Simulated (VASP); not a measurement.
Here is a VASP 6.6.1 calculation.

INCAR

```
SYSTEM = CoCu3H6Cl2O6
  ALGO = Normal
  EDIFF = 1E-6
  ENCUT = 820
  GGA = PE
  GGA_COMPAT = .FALSE.
  ISIF = 2
  ISMEAR = 0
  ISPIN = 2
  LASPH = .TRUE.
  LCHARG = .FALSE.
  LDAU = .TRUE.
  LDAUJ = 0 0 0 0 0
  LDAUL = 2 2 -1 -1 -1
  LDAUPRINT = 1
  LDAUTYPE = 2
  LDAUU = 3.3 4 0 0 0
  LMAXMIX = 4
  LORBIT = 11
  LREAL = Auto
  LWAVE = .FALSE.
  MAGMOM = 3 1 1 1 0 0 0 0 0 0 0 0 0 0 0 0 0 0
  NBANDS = 84
  NELM = 200
  PREC = Accurate
  SIGMA = 0.05
```

KPOINTS

```
k-points
0
G
  3 3 3
  0 0 0
```

File POSCAR:

```
CoCu3H6Cl2O6
1.0
    3.4205910000      1.9748791300      4.6975223300
   -3.4205910000      1.9748791300      4.6975223300
    0.0000000000     -3.9497582700      4.6975223300
Co Cu H Cl O
1 3 6 2 6
Direct
    1.0000000000      0.0000000000      0.0000000000
    0.5000000000      1.0000000000      0.0000000000
    0.0000000000      0.5000000000      0.0000000000
    0.0000000000      0.0000000000      0.5000000000
    0.2760000000      0.2760000000      0.7000000000
    0.7000000000      0.2760000000      0.2760000000
    0.2760000000      0.7000000000      0.2760000000
    0.3000000000      0.7240000000      0.7240000000
    0.7240000000      0.7240000000      0.3000000000
    0.7240000000      0.3000000000      0.7240000000
    0.3052100000      0.3052100000      0.3052100000
    0.6947900000      0.6947900000      0.6947900000
    0.2314500000      0.2314500000      0.8521000000
    0.8521000000      0.2314500000      0.2314500000
    0.2314500000      0.8521000000      0.2314500000
    0.1479000000      0.7685500000      0.7685500000
    0.7685500000      0.7685500000      0.1479000000
    0.7685500000      0.1479000000      0.7685500000
```

Potentials or basis: VASP PAW PBE potentials, release 64 (Co_sv, Cu_sv_GW, H, Cl, O).

The run is started by

```bash
$ cat potpaw_PBE.64/Co_sv/POTCAR potpaw_PBE.64/Cu_sv_GW/POTCAR potpaw_PBE.64/H/POTCAR potpaw_PBE.64/Cl/POTCAR potpaw_PBE.64/O/POTCAR > POTCAR
$ mpirun -np 1 vasp_std > vasp.out
```

Predict the band gap on the k mesh.

zero (filled and empty bands overlap).

Predict the largest force.

12.336 eV/Å.

Forces in eV/Å, atoms in the order of the input:
```
Co    0.000   0.000   0.000
Cu    0.000   0.000   0.000
Cu    0.000   0.000   0.000
Cu    0.000   0.000   0.000
H     0.000  11.484  -4.504
H    -9.946  -5.742  -4.504
H     9.946  -5.742  -4.504
H     9.946   5.742   4.504
H     0.000 -11.484   4.504
H    -9.946   5.742   4.504
Cl    0.000   0.000   0.092
Cl    0.000   0.000  -0.092
O     0.000 -11.067   4.245
O     9.584   5.533   4.245
O    -9.584   5.533   4.245
O    -9.584  -5.533  -4.245
O     0.000  11.067  -4.245
O     9.584  -5.533  -4.245
```

Caveat: the k points lie up to 0.38 Å⁻¹ apart; forces of over 1 eV/Å act on the atoms, so gaps and moduli don't describe the material at rest. The state reached can hang on the start; a lower one may exist.
